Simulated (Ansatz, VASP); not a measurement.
GaN in VASP and in Ansatz

INCAR

```
PREC = Accurate
ENCUT = 520
EDIFF = 1E-6
ISMEAR = 0
SIGMA = 0.01
LREAL = F
LASPH = T
NELM = 60
ALGO = Normal
ISIF = 2
LWAVE = F
LCHARG = F
NBANDS = 16
```

KPOINTS

```
Automatic mesh
0
Gamma
  10 10 10
```

The input POSCAR:

```
GaN
1.0
    2.2499815442      2.2499815442      0.0000000000
   -2.2499815442      2.2499815442      0.0000000000
    0.0000000000      2.2499815442      2.2032559503
Ga N
1 1
Direct
    0.0000000000      0.0000000000      0.0000000000
    0.2500000000      0.7500000000      0.5000000000
```

Input for Ansatz:

```yaml
crystal:
  lattice:
    - [2.24998154415, 2.24998154415, 0.0]
    - [-2.24998154415, 2.24998154415, 0.0]
    - [0.0, 2.24998154415, 2.20325595027]
  atoms:
    - { symbol: Ga, position: [0.0, 0.0, 0.0] }
    - { symbol: "N", position: [0.25, 0.75, 0.5] }
kpoints:
  mp_grid: { grid: [10, 10, 10] }
scf:
  occupations: { method: fixed }
  convergence: { dr2_threshold: 1.0e-10 }
hamiltonian:
  xc: lda
  pseudopotentials: { kind: all_electron, lapw: { basis_error: 0.0005 } }
output:
  forces: true
  stress: true
  eigenstates:
    kpoints:
      - [0.0, 0.0, 0.0]
      - [-0.5, -0.5, -0.5]
      - [-0.5, 0.5, 0.0]
      - [0.0, 0.0, -0.5]
      - [0.0, -0.5, -0.5]
      - [0.0, 0.5, 0.0]
      - [-0.5, 0.0, 0.0]
      - [-0.5, 0.0, -0.5]
  eigenvalues: true
```

Change from the starting cell: film at in-plane strain +0.01.

Alike in both runs: task single point; functional LDA; k mesh 10 × 10 × 10; no spin polarisation.

```csv
,VASP,Ansatz
version,VASP 6.6.1,Ansatz 0.2.0
potentials or method,"VASP PAW LDA potentials, release 64 (Ga_d, N), cutoff 520 eV","all-electron LAPW, scalar-relativistic"
occupations,"gaussian, width 0.01 eV",fixed
```

|  | VASP | Ansatz | Ansatz less VASP |
| --- | --- | --- | --- |
| gap on the k mesh at the Fermi level (eV) | 1.85 | 1.84 | -0.010 |
| pressure (GPa) | -0.7 | -1.6 | -0.89 |
| traceless stress, the component that is largest in VASP (GPa) | 1.73 | 1.75 | +0.018 |

LDA's correlation is that of Perdew and Zunger in VASP and of Perdew and Wang (1992) in Ansatz. Ansatz ran all-electron here, and VASP with PAW potentials.
